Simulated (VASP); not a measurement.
# Ti (Im-3m) in VASP: notebook, part 2 of 2

VASP 6.6.1. Earlier steps stand in the parts before.

### Step 3. Relaxation of cell and atoms, revPBE

This run uses another cell than the first one, of 17.68 Å³/atom, 0.994 times its volume.

File INCAR:

```
  PREC = Accurate
  ENCUT = 600
  EDIFF = 1E-6
  ISMEAR = -1
  SIGMA = 0.05
  LREAL = False
  LASPH = True
  NELM = 60
  ALGO = Normal
  ISIF = 3
  LWAVE = False
  LCHARG = False
  GGA = RE
  IBRION = 2
  NSW = 80
  EDIFFG = -0.005
```

File KPOINTS:

```
regular mesh
0
Gamma
  11 11 11
```

File POSCAR:

```
Ti
1.0
   -1.6410000000      1.6410000000      1.6410000000
    1.6410000000     -1.6410000000      1.6410000000
    1.6410000000      1.6410000000     -1.6410000000
Ti
1
Direct
    0.0000000000      0.0000000000      0.0000000000
```

Potentials or basis: VASP PAW PBE potentials, release 64 (Ti_sv).

The run is started by

```bash
cat potpaw_PBE.64/Ti_sv/POTCAR > POTCAR
mpirun -np 1 vasp_std > vasp.out
```

OUTCAR:

```text
PREC = Accurate
   ENCUT = 600
   EDIFF = 1E-6
   ISMEAR = -1
   LREAL = False
   LASPH = True
   NELM = 60
   ISIF = 3
   GGA = RE
   IBRION = 2
   NSW = 80
   EDIFFG = -0.005

 ion  position               nearest neighbor table
   1  0.000  0.000  0.000-

  LATTYP: Found a body centered cubic cell.
 ALAT       =     3.2820000000

  Lattice vectors:

 A1 = (  -1.6410000000,   1.6410000000,   1.6410000000)
 A2 = (   1.6410000000,  -1.6410000000,   1.6410000000)
 A3 = (   1.6410000000,   1.6410000000,  -1.6410000000)

Analysis of symmetry for initial positions (statically):
=====================================================================
 Subroutine PRICEL returns:
 Original cell was already a primitive cell.

 Routine SETGRP: Setting up the symmetry group for a
 body centered cubic supercell.

 Subroutine GETGRP returns: Found 48 space group operations
[... 9 lines left out ...]

 Routine SETGRP: Setting up the symmetry group for a
 body centered cubic supercell.

 Subroutine GETGRP returns: Found 48 space group operations
[... 11 lines left out ...]
                                     Primitive cell

  volume of cell :      17.6761

  direct lattice vectors                    reciprocal lattice vectors
    -1.641000000  1.641000000  1.641000000     0.000000000  0.304692261  0.304692261
     1.641000000 -1.641000000  1.641000000     0.304692261  0.000000000  0.304692261
     1.641000000  1.641000000 -1.641000000     0.304692261  0.304692261  0.000000000

  length of vectors
     2.842295375  2.842295375  2.842295375     0.430899928  0.430899928  0.430899928

  position of ions in fractional coordinates (direct lattice)
     0.000000000  0.000000000  0.000000000

  ion indices of the primitive-cell ions
   primitive index   ion index
                 1           1

----------------------------------------------------------------------------------------

 KPOINTS: regular mesh

Automatic generation of k-mesh.
 Grid dimensions read from file:
 generate k-points for:   11   11   11

 Generating k-lattice:

  Cartesian coordinates                     Fractional coordinates (reciprocal lattice)
     0.000000000  0.027699296  0.027699296     0.090909091  0.000000000  0.000000000
     0.027699296  0.000000000  0.027699296     0.000000000  0.090909091  0.000000000
     0.027699296  0.027699296  0.000000000     0.000000000  0.000000000  0.090909091

  Length of vectors
     0.039172721  0.039172721  0.039172721

  Shift w.r.t. Gamma in fractional coordinates (k-lattice)
     0.000000000  0.000000000  0.000000000

 Subroutine IBZKPT returns following result:
 ===========================================

 Found     56 irreducible k-points:

 Following reciprocal coordinates:
            Coordinates               Weight
  0.000000  0.000000  0.000000      1.000000
  0.090909  0.000000  0.000000     12.000000
  0.181818  0.000000  0.000000     12.000000
  0.272727  0.000000  0.000000     12.000000
  0.363636  0.000000  0.000000     12.000000
  0.454545  0.000000  0.000000     12.000000
[... 16 lines left out ...]
  0.272727  0.181818  0.090909     48.000000
  0.363636  0.181818  0.090909     24.000000
 [... further k-points ...]
   k-points           NKPTS =     56   k-points in BZ     NKDIM =     56   number of bands    NBANDS=     10
   number of dos      NEDOS =    301   number of ions     NIONS =      1
   total plane-waves  NPLWV =  13824
   dimension x,y,z NGX =    24 NGY =   24 NGZ =   24
   dimension x,y,z NGXF=    48 NGYF=   48 NGZF=   48
   ions per type =               1
   NGX,Y,Z   is equivalent  to a cutoff of  14.04, 14.04, 14.04 a.u.
   NGXF,Y,Z  is equivalent  to a cutoff of  28.08, 28.08, 28.08 a.u.
 SYSTEM =  unknown system
   PREC   = accura    normal or accurate (medium, high low for compatibility)
   ISTART =      0    job   : 0-new  1-cont  2-samecut
   ICHARG =      2    charge: 1-file 2-atom 10-const
   ISPIN  =      1    spin polarized calculation?
   LNONCOLLINEAR =      F non collinear calculations
   LSORBIT =      F    spin-orbit coupling
   LASPH  =      T    aspherical Exc in radial PAW
   ENCUT  =  600.0 eV  44.10 Ry    6.64 a.u.   5.68  5.68  5.68*2*pi/ulx,y,z
   NELM   =     60;   NELMIN=  2; NELMDL= -5     # of ELM steps
   EDIFF  = 0.1E-05   stopping-criterion for ELM
   LREAL  =      F    real-space projection
   EDIFFG = -.5E-02   stopping-criterion for IOM
   NSW    =     80    number of steps for IOM
   IBRION =      2    ionic relax: 0-MD 1-quasi-New 2-CG
   NFREE  =      1    steps in history (QN), initial steepest desc. (CG)
   ISIF   =      3    stress and relaxation
   ISYM   =      2    0-nonsym 1-usesym 2-fastsym
   POTIM  = 0.5000    time-step for ionic-motion
   TEBEG  =    0.0;   TEEND  =   0.0 temperature during run
   PSTRESS=    0.0 pullay stress
   NELECT =      12.0000    total number of electrons
   NUPDOWN=      -1.0000    fix difference up-down
   EMIN   =  10.00;   EMAX   =-10.00  energy-range for DOS
   EFERMI =   0.00;   METHOD = LEGACY
   ISMEAR =    -1;   SIGMA  =   0.05  broadening in eV -4-tet -1-fermi 0-gaus
   EFERMI_NEDOS =   21; number of points for ismear=-14 and -15
   IALGO  =     38    algorithm
   IMIX   =      4    mixing-type and parameters
     AMIX     =   0.40;   BMIX     =  1.00
     AMIX_MAG =   1.60;   BMIX_MAG =  1.00
  volume/ion in A,a.u.               =      17.68       119.28
  Fermi-wavevector in a.u.,A,eV,Ry     =   1.438821  2.718977 28.166848  2.070205
  Thomas-Fermi vector in A             =   2.557745
   LORBIT       =      0    0 simple, 1 ext, 2 COOP (PROOUT), +10 PAW based schemes
   GGA     = RE    functional components
   LHFCALC =     F    Hartree Fock is set to
   AEXX    =    0.0000 exact exchange contribution
   IVDW    =     0    specifies the selected vdW correction
   LEPSILON=     F    determine dielectric tensor
   LRPA    =     F    only Hartree local field effects (RPA)
 conjugate gradient relaxation of ions
 non-spin polarized calculation
  energy-cutoff  :      600.00
  volume of cell :       17.68
 maximum number of plane-waves:       603
   NGX = 11   NGY = 11   NGZ = 11

--------------------------------------- Ionic step        1  -------------------------------------------

 number of electron      12.0000001 magnetization

 Free energy of the ion-electron system (eV)
  ---------------------------------------------------
  ext. energy  EPLUGINS =         0.00000000
  ---------------------------------------------------
  free energy    TOTEN  =        -7.41225572 eV

  energy without entropy =       -7.38938089  energy(sigma->0) =       -7.40081830

------------------------ aborting loop because EDIFF is reached ----------------------------------------

  FORCE on cell =-STRESS in cart. coord.  units (eV):
  Direction    XX          YY          ZZ          XY          YZ          ZX
  --------------------------------------------------------------------------------------
  -------------------------------------------------------------------------------------
  Total       -0.0488379     -0.0488379     -0.0488379      0.0000000      0.0000000     -0.0000000
  in kB       -4.4267158     -4.4267158     -4.4267158      0.0000000      0.0000000     -0.0000000
  external PRESSURE =      -4.4267158 kB  Pullay stress =       0.0000000 kB
[... 90 lines left out ...]
  energy  without entropy=       -7.3896775737  energy(sigma->0) =       -7.40102380

--------------------------------------- Ionic step        4  -------------------------------------------

 number of electron      12.0000000 magnetization

 Free energy of the ion-electron system (eV)
  ---------------------------------------------------
  ext. energy  EPLUGINS =         0.00000000
  ---------------------------------------------------
  free energy    TOTEN  =        -7.41236859 eV

  energy without entropy =       -7.38965377  energy(sigma->0) =       -7.40101118

 E-fermi :   8.0279     XC(G=0): -11.3507

 val. band max:        8.0231284364   @ k =   0.1818   0.0909   0.0909
 cond. band min:       8.0336464536   @ k =  -0.4545  -0.4545   0.0909
 fundamental gap:      0.0105180172
 Fermi energy:         8.0278764138

 k-point     1 :       0.0000    0.0000    0.0000
  band No.  band energies     occupation
      1     -48.6267      2.00000
      2     -24.4511      2.00000
      3     -24.4511      2.00000
      4     -24.4511      2.00000
      5       2.0930      2.00000
      6       9.0205      0.00000
      7       9.0205      0.00000
      8       9.0205      0.00000
      9      10.7423      0.00000
     10      10.7423      0.00000
[... 287 lines left out ...]
 k-point    24 :       0.3636    0.1818    0.0909
  band No.  band energies     occupation
      1     -48.4973      2.00000
      2     -24.9737      2.00000
      3     -24.7352      2.00000
      4     -24.5522      2.00000
      5       6.5905      2.00000
      6       7.4518      1.99998
      7       8.0477      0.80480
      8      10.9212      0.00000
      9      11.1106      0.00000
     10      14.2474      0.00000

 [... further k-points ...]
[... 5 lines left out ...]
  --------------------------------------------------------------------------------------
  -------------------------------------------------------------------------------------
  Total       -0.0023047     -0.0023047     -0.0023047     -0.0000000     -0.0000000      0.0000000
  in kB       -0.2097475     -0.2097475     -0.2097475     -0.0000000     -0.0000000      0.0000000
  external PRESSURE =      -0.2097475 kB  Pullay stress =       0.0000000 kB
[... 16 lines left out ...]
  FREE ENERGIE OF THE ION-ELECTRON SYSTEM (eV)
  ---------------------------------------------------
  free  energy   TOTEN  =        -7.4123685932 eV

  energy  without entropy=       -7.3896537705  energy(sigma->0) =       -7.40101118

 reached required accuracy - stopping structural energy minimisation
```

It took 43 s on 1 thread of Intel Xeon 8259CL, shared host; peak memory 0.12 GiB.

Results:

```
Free energy                            : -7.4124 eV
Relaxed volume                         : 17.60 Å³/atom
Relaxed cell                           : a = 2.838 Å, b = 2.838 Å, c = 2.838 Å, α = 109.47°, β = 109.47°, γ = 109.47°
Space group after relaxing (to 0.05 Å) : Im-3m (No. 229)
Energy gained by relaxing              : 0.1 meV/atom
Ionic steps                            : 4
Pressure after relaxing                : 0.0 GPa
Band gap on the k mesh                 : zero (band 6 reaches 9.03 eV, above the bottom of band 7 at 7.45 eV)
```

Step by step:
| step | energy change (eV) | largest force (eV/Å) | pressure (GPa) | volume (Å³) |
| --- | --- | --- | --- | --- |
| 1 | 0.0000 | 0.0000 | -0.44 | 17.68 |
| 2 | -0.0001 | 0.0000 | 0.25 | 17.55 |
| 3 | -0.0001 | 0.0000 | 0.06 | 17.59 |
| 4 | -0.0001 | 0.0000 | -0.02 | 17.60 |

Final structure:
```cif
data_structure
_symmetry_space_group_name_H-M 'P 1'
_symmetry_Int_Tables_number 1
_cell_length_a 2.8385
_cell_length_b 2.8385
_cell_length_c 2.8385
_cell_angle_alpha 109.471
_cell_angle_beta 109.471
_cell_angle_gamma 109.471
_cell_volume 17.60
loop_
_atom_site_label
_atom_site_type_symbol
_atom_site_fract_x
_atom_site_fract_y
_atom_site_fract_z
_atom_site_occupancy
Ti1 Ti 0.00000 0.00000 0.00000 1
```

Caveat: the PAW data sets were made with another functional, which shifts forces and pressure a little.

### Step 4. Relaxation of cell and atoms, PBE+D4

This run uses another cell than the first one, of 17.68 Å³/atom, 0.994 times its volume.

File INCAR:

```
SYSTEM = Ti
ALGO = Normal ; EDIFF = 1E-6
EDIFFG = -0.005 ; ENCUT = 600
GGA = PE ; IBRION = 2
ISIF = 3 ; ISMEAR = -1
IVDW = 13 ; LASPH = .True.
LCHARG = .False. ; LREAL = .False.
LWAVE = .False. ; NELM = 60
NSW = 80 ; PREC = Accurate
SIGMA = 0.05
```

File KPOINTS:

```
k-points
0
Gamma
  11 11 11
  0 0 0
```

POSCAR is that of step 3.

Potentials or basis: VASP PAW PBE potentials, release 64 (Ti_sv).

The run is started by

```bash
cat potpaw_PBE.64/Ti_sv/POTCAR > POTCAR
mpirun -np 1 vasp_std > vasp.out
```

OUTCAR:

```text
SYSTEM = Ti
   EDIFF = 1E-6
   EDIFFG = -0.005
   ENCUT = 600
   GGA = PE
   IBRION = 2
   ISIF = 3
   ISMEAR = -1
   IVDW = 13
   LASPH = .True.
   LREAL = .False.
   NELM = 60
   NSW = 80
   PREC = Accurate

 ion  position               nearest neighbor table
   1  0.000  0.000  0.000-

  LATTYP: Found a body centered cubic cell.
 ALAT       =     3.2820000000

  Lattice vectors:

 A1 = (  -1.6410000000,   1.6410000000,   1.6410000000)
 A2 = (   1.6410000000,  -1.6410000000,   1.6410000000)
 A3 = (   1.6410000000,   1.6410000000,  -1.6410000000)

Analysis of symmetry for initial positions (statically):
=====================================================================
 Subroutine PRICEL returns:
 Original cell was already a primitive cell.

 Routine SETGRP: Setting up the symmetry group for a
 body centered cubic supercell.

 Subroutine GETGRP returns: Found 48 space group operations
 (whereof 48 operations were pure point group operations)
 out of a pool of 48 trial point group operations.

The static configuration has the point symmetry O_h .

Analysis of symmetry for dynamics (positions and initial velocities):
=====================================================================
 Subroutine PRICEL returns:
 Original cell was already a primitive cell.

 Routine SETGRP: Setting up the symmetry group for a
[... 147 lines left out ...]
  ---------------------------------------------------
  ext. energy  EPLUGINS =         0.00000000
  ---------------------------------------------------
  free energy    TOTEN  =        -7.72931863 eV

  energy without entropy =       -7.70663958  energy(sigma->0) =       -7.71797911

------------------------ aborting loop because EDIFF is reached ----------------------------------------

  DFT-D4 for vdW energy calculation

  Edisp (eV):   -0.19789
[... 69 lines left out ...]
--------------------------------------- Ionic step        3  -------------------------------------------

 number of electron      11.9999996 magnetization

 Free energy of the ion-electron system (eV)
  ---------------------------------------------------
  ext. energy  EPLUGINS =         0.00000000
  ---------------------------------------------------
  free energy    TOTEN  =        -7.73162960 eV

  energy without entropy =       -7.71107725  energy(sigma->0) =       -7.72135342

 E-fermi :   8.3729     XC(G=0): -11.6241

 val. band max:        8.3587501953   @ k =  -0.4545  -0.4545   0.0909
 cond. band min:       8.4048343985   @ k =  -0.3636   0.3636   0.0909
 fundamental gap:      0.0460842032
 Fermi energy:         8.3729252471

 k-point     1 :       0.0000    0.0000    0.0000
  band No.  band energies     occupation
      1     -48.0887      2.00000
      2     -23.9123      2.00000
      3     -23.9123      2.00000
      4     -23.9123      2.00000
      5       2.3664      2.00000
      6       9.3982      0.00000
      7       9.3982      0.00000
      8       9.3982      0.00000
      9      11.2173      0.00000
     10      11.2173      0.00000
[... 287 lines left out ...]
 k-point    24 :       0.3636    0.1818    0.0909
  band No.  band energies     occupation
      1     -47.9339      2.00000
      2     -24.5144      2.00000
      3     -24.2391      2.00000
      4     -24.0295      2.00000
      5       6.8848      2.00000
      6       7.7583      1.99999
      7       8.4528      0.33688
      8      11.4132      0.00000
      9      11.6149      0.00000
     10      14.9218      0.00000

 [... further k-points ...]

------------------------ aborting loop because EDIFF is reached ----------------------------------------

  DFT-D4 for vdW energy calculation

  Edisp (eV):   -0.20703
[... 24 lines left out ...]
  FREE ENERGIE OF THE ION-ELECTRON SYSTEM (eV)
  ---------------------------------------------------
  free  energy   TOTEN  =        -7.9386584419 eV

  energy  without entropy=       -7.9181060972  energy(sigma->0) =       -7.92838227

 reached required accuracy - stopping structural energy minimisation
```

OSZICAR:

```text
N       E                     dE             d eps       ncg     rms          rms(c)
DAV:   1     0.797278421560E+02    0.79728E+02   -0.73610E+03  1120   0.160E+03
DAV:   2    -0.432263665736E+01   -0.84050E+02   -0.82794E+02  1142   0.326E+02
DAV:   3    -0.867268779639E+01   -0.43501E+01   -0.42843E+01  1562   0.751E+01
[... 27 lines left out ...]
DAV:   5    -0.773143987642E+01   -0.28209E-02   -0.58605E-03  1568   0.403E-01    0.837E-02
DAV:   6    -0.773156578193E+01   -0.12591E-03   -0.23872E-04  1240   0.136E-01    0.453E-02
DAV:   7    -0.773163187094E+01   -0.66089E-04   -0.16661E-04  1334   0.137E-01    0.189E-02
DAV:   8    -0.773162976548E+01    0.21055E-05   -0.14225E-05  1164   0.384E-02    0.188E-03
DAV:   9    -0.773162959702E+01    0.16846E-06   -0.88829E-07   824   0.604E-03
   3 F= -.79386584E+01 E0= -.79283823E+01  d E =-.114507E-01
```

It took 43 s on 1 thread of Intel Xeon 8259CL, shared host; peak memory 0.12 GiB.

What came out:

```yaml
Free_energy: -7.9387 eV
Relaxed_volume: 16.89 Å³/atom
Relaxed_cell: a = 2.800 Å, b = 2.800 Å, c = 2.800 Å, α = 109.47°, β = 109.47°, γ = 109.47°
Space_group_after_relaxing_to_0.05_Å: Im-3m (No. 229)
Energy_gained_by_relaxing: 11.5 meV/atom
Ionic_steps: 3
Pressure_after_relaxing: 0.0 GPa
Band_gap_on_the_k_mesh: zero (band 6 reaches 9.41 eV, above the bottom of band 7 at 7.76 eV)
Dispersion_energy_per_atom: -0.207 eV
```

The path:
| step | energy change (eV) | largest force (eV/Å) | pressure (GPa) | volume (Å³) |
| --- | --- | --- | --- | --- |
| 1 | 0.0000 | 0.0000 | -4.49 | 17.68 |
| 2 | -0.0072 | 0.0000 | 3.05 | 16.44 |
| 3 | -0.0115 | 0.0000 | 0.02 | 16.89 |

Final structure:
```xyz
1
Lattice="-1.6163 1.6163 1.6163 1.6163 -1.6163 1.6163 1.6163 1.6163 -1.6163" Properties=species:S:1:pos:R:3 pbc="T T T"
Ti    0.0000    0.0000    0.0000
```

Levels at points of the mesh, in eV from the Fermi level:
```tsv
k point	band 2	band 3	band 4	band 5	band 6	band 7	band 8	band 9	band 10
(0.00, 0.00, 0.00)	-32.29	-32.29	-32.29	-6.01	1.03	1.03	1.03	2.84	2.84
```

Caveat: pairwise dispersion overbinds metals, which lowers pressure and volume.

### Step 5. Summary

| task | level | cell | cutoff (eV) | gap on the mesh (eV) | pressure (GPa) | relaxed volume (Å³/atom) |
| --- | --- | --- | --- | --- | --- | --- |
| single point | RPBE | a = 2.848 Å, angles 109.5°, 1 atom | 520 | none | -0.2 | - |
| relaxation of cell and atoms | revPBE | relaxed from a = 2.842 Å, angles 109.5°, 1 atom | 600 | none | 0.0 | 17.60 |
| relaxation of cell and atoms | PBE+D4 | relaxed from a = 2.842 Å, angles 109.5°, 1 atom | 600 | none | 0.0 | 16.89 |

Alike in all rows: potentials or basis VASP PAW PBE potentials, release 64 (Ti_sv); no spin polarisation; k mesh 11 × 11 × 11; smearing fermi-dirac 0.05 eV.

Caveats: the PAW data sets were made with another functional, which shifts forces and pressure a little (some runs); pairwise dispersion overbinds metals, which lowers pressure and volume (some runs).

Total energies depend on the potentials used, so only differences within one code and one set of settings carry meaning.
